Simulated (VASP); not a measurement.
# TiCo (Pm-3m) in VASP: a series of runs

Aim: see how the results for TiCo move with the level of theory and the settings. Levels: PBEsol, PBE+D3(BJ), PBE+D4. Tasks: single point.

Program: VASP 6.6.1. These are calculated values, not measurements. Logs are shortened: lines on timing, memory, paths and dates and some standing lists are left out, and cuts for length are marked.

## Step 1: The cell of the first run

Symmetry: Pm-3m, No. 221, cubic system. The conventional cell has a = 2.946 Å, b = 2.946 Å, c = 2.946 Å, α = 90.00°, β = 90.00°, γ = 90.00°. Co (site symmetry m-3m) has 8 Ti at 2.55 Å and 6 Co at 2.95 Å within 3.4 Å. Within 3.4 Å of Ti (site symmetry m-3m) lie 8 Co at 2.55 Å and 6 Ti at 2.95 Å.

## Step 2: Single point, PBEsol, collinear spin, ferromagnetic start (volume scaled by 0.96)

Input file INCAR:

```
ALGO = Normal
EDIFF = 1E-6
ENCUT = 520
GGA = PS
ISIF = 2
ISMEAR = -1
ISPIN = 2
LASPH = True
LCHARG = False
LMAXMIX = 4
LORBIT = 11
LREAL = False
LWAVE = False
MAGMOM = 2 1
NBANDS = 22
NELM = 150
PREC = Accurate
SIGMA = 0.05
```

Input file KPOINTS:

```
k-points
0
Gamma
  9 9 9
```

Input file POSCAR:

```
TiCo
1.0
    2.9457531915      0.0000000000      0.0000000000
    0.0000000000      2.9457531915      0.0000000000
    0.0000000000      0.0000000000      2.9457531915
Co Ti
1 1
Direct
    0.5000000000      0.5000000000      0.5000000000
    0.0000000000      0.0000000000      0.0000000000
```

Potentials or basis: VASP PAW PBE potentials, release 64 (Co, Ti_sv).

On the command line:

```sh
$ cat potpaw_PBE.64/Co/POTCAR potpaw_PBE.64/Ti_sv/POTCAR > POTCAR
$ mpirun -np 1 vasp_std > vasp.out
```

OUTCAR:

```text
EDIFF = 1E-6
   ENCUT = 520
   GGA = PS
   ISIF = 2
   ISMEAR = -1
   ISPIN = 2
   LASPH = True
   LORBIT = 11
   LREAL = False
   NELM = 150
   PREC = Accurate

 ion  position               nearest neighbor table
   1  0.500  0.500  0.500-   2 2.55   2 2.55   2 2.55   2 2.55   2 2.55   2 2.55   2 2.55   2 2.55

   2  0.000  0.000  0.000-   1 2.55   1 2.55   1 2.55   1 2.55   1 2.55   1 2.55   1 2.55   1 2.55

  LATTYP: Found a simple cubic cell.
 ALAT       =     2.9457531915

  Lattice vectors:

 A1 = (   2.9457531915,   0.0000000000,   0.0000000000)
 A2 = (   0.0000000000,   2.9457531915,   0.0000000000)
 A3 = (   0.0000000000,   0.0000000000,   2.9457531915)

Analysis of symmetry for initial positions (statically):
=====================================================================
 Subroutine PRICEL returns:
 Original cell was already a primitive cell.

 Routine SETGRP: Setting up the symmetry group for a
 simple cubic supercell.

 Subroutine GETGRP returns: Found 48 space group operations
 (whereof 48 operations were pure point group operations)
 out of a pool of 48 trial point group operations.

The static configuration has the point symmetry O_h .

Analysis of symmetry for dynamics (positions and initial velocities):
=====================================================================
 Subroutine PRICEL returns:
 Original cell was already a primitive cell.

 Routine SETGRP: Setting up the symmetry group for a
 simple cubic supercell.

 Subroutine GETGRP returns: Found 48 space group operations
 (whereof 48 operations were pure point group operations)
 out of a pool of 48 trial point group operations.

The dynamic configuration has the point symmetry O_h .

Analysis of structural, dynamic, and magnetic symmetry:
=====================================================================
 Subroutine PRICEL returns:
 Original cell was already a primitive cell.

 Routine SETGRP: Setting up the symmetry group for a
 simple cubic supercell.

 Subroutine GETGRP returns: Found 48 space group operations
 (whereof 48 operations were pure point group operations)
 out of a pool of 48 trial point group operations.

The overall configuration has the point symmetry O_h .

 Subroutine INISYM returns: Found 48 space group operations
 (whereof 48 operations are pure point group operations),
 and found     1 'primitive' translations

----------------------------------------------------------------------------------------

                                     Primitive cell

  volume of cell :      25.5617
[... 106 lines left out ...]
   IALGO  =     38    algorithm
   IMIX   =      4    mixing-type and parameters
     AMIX     =   0.40;   BMIX     =  1.00
     AMIX_MAG =   1.60;   BMIX_MAG =  1.00
  volume/ion in A,a.u.               =      12.78        86.25
  Fermi-wavevector in a.u.,A,eV,Ry     =   1.533269  2.897458 31.986107  2.350913
  Thomas-Fermi vector in A             =   2.640359
   LORBIT       =     11    0 simple, 1 ext, 2 COOP (PROOUT), +10 PAW based schemes
   GGA     = PS    functional components
   LHFCALC =     F    Hartree Fock is set to
   AEXX    =    0.0000 exact exchange contribution
   IVDW    =     0    specifies the selected vdW correction
   LEPSILON=     F    determine dielectric tensor
   LRPA    =     F    only Hartree local field effects (RPA)
 spin polarized calculation
  energy-cutoff  :      520.00
  volume of cell :       25.56
 maximum number of plane-waves:       711
 NGX is ok and might be reduce to    24
   NGX = 11   NGY = 11   NGZ = 11

 number of electron      21.0000001 magnetization       0.5879469

 Free energy of the ion-electron system (eV)
  ---------------------------------------------------
  ext. energy  EPLUGINS =         0.00000000
  ---------------------------------------------------
  free energy    TOTEN  =       -16.91505689 eV

  energy without entropy =      -16.89771140  energy(sigma->0) =      -16.90638414

 E-fermi :  10.3304     XC(G=0): -12.9541

 val. band max:       10.3296482726   @ k =   0.4444   0.4444   0.1111
 cond. band min:      10.3369117807   @ k =   0.4444   0.3333   0.3333
 fundamental gap:      0.0072635081
 Fermi energy:        10.3304195523

 spin component 1

 k-point     1 :       0.0000    0.0000    0.0000
  band No.  band energies     occupation
      1     -46.5601      1.00000
      2     -22.7387      1.00000
      3     -22.7387      1.00000
      4     -22.7387      1.00000
      5       2.4360      1.00000
      6       6.0713      1.00000
[... 589 lines left out ...]
     21      27.5090      0.00000
     22      30.6655      0.00000

 [... further k-points ...]

 spin component 2

 k-point     1 :       0.0000    0.0000    0.0000
  band No.  band energies     occupation
      1     -46.5695      1.00000
      2     -22.7489      1.00000
      3     -22.7489      1.00000
      4     -22.7489      1.00000
      5       2.4481      1.00000
      6       6.4838      1.00000
[... 589 lines left out ...]
     21      27.5558      0.00000
     22      30.6672      0.00000

 [... further k-points ...]
[... 5 lines left out ...]
  --------------------------------------------------------------------------------------
  -------------------------------------------------------------------------------------
  Total       -0.3139525     -0.3139525     -0.3139525      0.0000000      0.0000000     -0.0000000
  in kB      -19.6782044    -19.6782044    -19.6782044      0.0000000      0.0000000     -0.0000000
  external PRESSURE =     -19.6782044 kB  Pullay stress =       0.0000000 kB

 VOLUME and BASIS-vectors are now :
 -----------------------------------------------------------------------------
  energy-cutoff  :      520.00
  volume of cell :       25.56
      direct lattice vectors                 reciprocal lattice vectors
     2.945753192  0.000000000  0.000000000     0.339471753  0.000000000  0.000000000
     0.000000000  2.945753192  0.000000000     0.000000000  0.339471753  0.000000000
     0.000000000  0.000000000  2.945753192     0.000000000  0.000000000  0.339471753

 POSITION                                       TOTAL-FORCE (eV/Angst)
 -----------------------------------------------------------------------------------
      1.47288      1.47288      1.47288         0.000000      0.000000      0.000000
      0.00000      0.00000      0.00000         0.000000      0.000000      0.000000
 -----------------------------------------------------------------------------------
    total drift:                                0.000000      0.000000     -0.000000

  FREE ENERGIE OF THE ION-ELECTRON SYSTEM (eV)
  ---------------------------------------------------
  free  energy   TOTEN  =       -16.9150568922 eV

  energy  without entropy=      -16.8977113965  energy(sigma->0) =      -16.90638414

 total charge

# of ion       s       p       d       tot
------------------------------------------
    1        0.539   0.476   7.349   8.364
    2        2.258   6.195   1.894  10.346
--------------------------------------------------
tot          2.797   6.670   9.243  18.711

 magnetization (x)

# of ion       s       p       d       tot
------------------------------------------
    1        0.023  -0.004   0.619   0.637
    2       -0.002  -0.009  -0.012  -0.023
--------------------------------------------------
tot          0.021  -0.012   0.607   0.615
```

OSZICAR:

```text
N       E                     dE             d eps       ncg     rms          rms(c)
DAV:   1     0.164734173810E+03    0.16473E+03   -0.97172E+03  3144   0.124E+03
DAV:   2    -0.854554764475E+01   -0.17328E+03   -0.16507E+03  3158   0.303E+02
DAV:   3    -0.187381803835E+02   -0.10193E+02   -0.10000E+02  3706   0.790E+01
DAV:   4    -0.190329172908E+02   -0.29474E+00   -0.29424E+00  3650   0.122E+01
DAV:   5    -0.190412985728E+02   -0.83813E-02   -0.83809E-02  3732   0.191E+00    0.169E+01
DAV:   6    -0.188294767611E+02    0.21182E+00   -0.14235E+01  3532   0.482E+01    0.134E+01
DAV:   7    -0.180712284017E+02    0.75825E+00   -0.17299E+01  3730   0.385E+01    0.142E+01
DAV:   8    -0.169205825481E+02    0.11506E+01   -0.57654E+00  3756   0.193E+01    0.215E+00
DAV:   9    -0.169163229055E+02    0.42596E-02   -0.23138E-01  4392   0.411E+00    0.198E+00
DAV:  10    -0.169162431246E+02    0.79781E-04   -0.50106E-02  3524   0.216E+00    0.956E-01
DAV:  11    -0.169150382331E+02    0.12049E-02   -0.10806E-02  4112   0.930E-01    0.331E-01
DAV:  12    -0.169151680033E+02   -0.12977E-03   -0.20615E-03  4150   0.351E-01    0.146E-01
DAV:  13    -0.169150758425E+02    0.92161E-04   -0.23560E-04  4062   0.120E-01    0.624E-02
DAV:  14    -0.169150515174E+02    0.24325E-04   -0.41474E-05  4414   0.428E-02    0.269E-02
DAV:  15    -0.169150536368E+02   -0.21194E-05   -0.84211E-06  3646   0.244E-02    0.155E-02
DAV:  16    -0.169150562222E+02   -0.25854E-05   -0.15824E-05  3546   0.324E-02    0.847E-03
DAV:  17    -0.169150568922E+02   -0.67009E-06   -0.50519E-06  2262   0.186E-02
   1 F= -.16915057E+02 E0= -.16906384E+02  d E =-.173455E-01  mag=     0.5876
```

stdout:

```text
POSCAR found type information on POSCAR CoTi
 POSCAR found :  2 types and       2 ions
 scaLAPACK will be used
 -----------------------------------------------------------------------------
|                                                                             |
|                                                                             |
|     You enforced a specific xc type in the INCAR file but a different       |
|     I HOPE YOU KNOW WHAT YOU ARE DOING!                                     |
|                                                                             |
 -----------------------------------------------------------------------------

 LDA part: xc-table for (Slater+PW92), standard interpolation
 POSCAR, INCAR and KPOINTS ok, starting setup
 FFT: planning ... GRIDC
 FFT: planning ... GRID_SOFT
 FFT: planning ... GRID
 WAVECAR not read
 entering main loop
```

Run time: 33 s. Hardware: 1 thread of Intel Xeon 6975P-C, shared host; peak memory 0.17 GiB.

Results:

```yaml
Free_energy: -16.9151 eV
Pressure: -2.0 GPa
Net_moment: 0.59 μB per cell
Site_moments: Co +0.64; Ti -0.02 μB
Valence_electrons_inside_the_program's_atomic_spheres: Co 8.36; Ti 10.35
```

Levels at points of the mesh, in eV from the Fermi level:
Spin up:
| k point | band 8 | band 9 | band 10 | band 11 | band 12 | band 13 |
| --- | --- | --- | --- | --- | --- | --- |
| (0.00, 0.00, 0.00) | -1.82 | -1.82 | -1.82 | 0.58 | 0.58 | 2.82 |
Spin down:
```tsv
k point	band 7	band 8	band 9	band 10	band 11	band 12	band 13	band 14
(0.00, 0.00, 0.00)	-3.85	-1.42	-1.42	-1.42	0.94	0.94	2.89	2.89
```

Caveat: the cell differs from its parent crystal (volume scaled by 0.96); the PAW data sets were made with another functional, which shifts forces and pressure a little.

## Step 3: Single point, PBE+D3(BJ), collinear spin, ferromagnetic start

This run uses another cell than the first one, of 12.73 Å³/atom, 0.996 times its volume.

Input file INCAR:

```
PREC = Accurate ; ENCUT = 520
EDIFF = 1E-6 ; ISMEAR = -1
SIGMA = 0.05 ; LREAL = False
LASPH = True ; NELM = 150
ALGO = Fast ; ISIF = 2
LWAVE = False ; LCHARG = True
ISPIN = 2 ; MAGMOM = 2 1
LORBIT = 11 ; LMAXMIX = 4
GGA = PE ; IVDW = 12
LELF = True ; LVHAR = True
NBANDS = 22
```

Input file KPOINTS:

```
Automatic mesh
0
Gamma
  9 9 9
```

Input file POSCAR:

```
TiCo
1.0
    2.9418107415      0.0000000000      0.0000000000
    0.0000000000      2.9418107415      0.0000000000
    0.0000000000      0.0000000000      2.9418107415
Co Ti
1 1
Direct
    0.5000000000      0.5000000000      0.5000000000
    0.0000000000      0.0000000000      0.0000000000
```

Potentials or basis: VASP PAW PBE potentials, release 64 (Co, Ti_sv).

On the command line:

```sh
$ cat potpaw_PBE.64/Co/POTCAR potpaw_PBE.64/Ti_sv/POTCAR > POTCAR
$ mpirun -np 1 vasp_std > vasp.out
```

Wall time 40 s (1 thread of Intel Xeon 6975P-C, shared host); peak memory 0.18 GiB.

It converged, with:

| Property | Result |
| --- | --- |
| Free energy | -16.7914 eV |
| Pressure | -0.7 GPa |
| Net moment | 0.69 μB per cell |
| Site moments | Co +0.75; Ti -0.02 μB |
| Valence electrons inside the program's atomic spheres | Co 8.37; Ti 10.35 |
| Dispersion energy per atom | -0.564 eV |

Levels at points of the mesh, in eV from the Fermi level:
Spin up:
| k point | band 7 | band 8 | band 9 | band 10 | band 11 | band 12 | band 13 | band 14 |
| --- | --- | --- | --- | --- | --- | --- | --- | --- |
| (0.00, 0.00, 0.00) | -4.35 | -1.90 | -1.90 | -1.90 | 0.53 | 0.53 | 2.79 | 2.79 |
Spin down:
```tsv
k point	band 8	band 9	band 10	band 11	band 12	band 13
(0.00, 0.00, 0.00)	-1.46	-1.46	-1.46	0.99	0.99	2.88
```

Caveat: pairwise dispersion overbinds metals, which lowers pressure and volume.

(Continued in part 2 of 2.)
